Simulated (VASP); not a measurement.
A run of VASP 6.6.1 is set up as follows.

INCAR

```
ALGO = Normal ; EDIFF = 1E-7
ENCUT = 520 ; GGA = PS
ISIF = 2 ; ISMEAR = 0
LASPH = T ; LCHARG = T
LELF = T ; LREAL = F
LVHAR = T ; LWAVE = F
NBANDS = 29 ; NELM = 80
PREC = Accurate ; SIGMA = 0.1
```

KPOINTS

```
k-points
0
Gamma
  12 12 8
```

POSCAR

```
BiTe
1.0
    3.1491965220      3.1491965220      0.0000000000
   -3.1491965220      3.1491965220      0.0000000000
    0.0000000000      0.0000000000      6.2983930441
Bi Te
2 2
Direct
    0.0000000000      0.0000000000      0.0000000000
    0.5000000000      0.5000000000      0.5000000000
    0.5000000000      0.5000000000      0.0000000000
    0.0000000000      0.0000000000      0.5000000000
```

Potentials or basis: VASP PAW PBE potentials, release 64 (Bi_d, Te).

Launch:

```console
$ cat potpaw_PBE.64/Bi_d/POTCAR potpaw_PBE.64/Te/POTCAR > POTCAR
$ mpirun -np 1 vasp_std > vasp.out
```

(1) What does it give for the pressure?

(2) What does it give for the band gap on the k mesh?

## Answers

(1) 2.7 GPa.

(2) zero (band 21 reaches 9.93 eV, above the bottom of band 22 at 6.61 eV).

Caveat: the cell differs from its parent crystal (equal strain along all axes, cell held: -1.5 %); the PAW data sets were made with another functional, which shifts forces and pressure a little; spin-orbit coupling is left out, which moves the levels of the heavy elements.
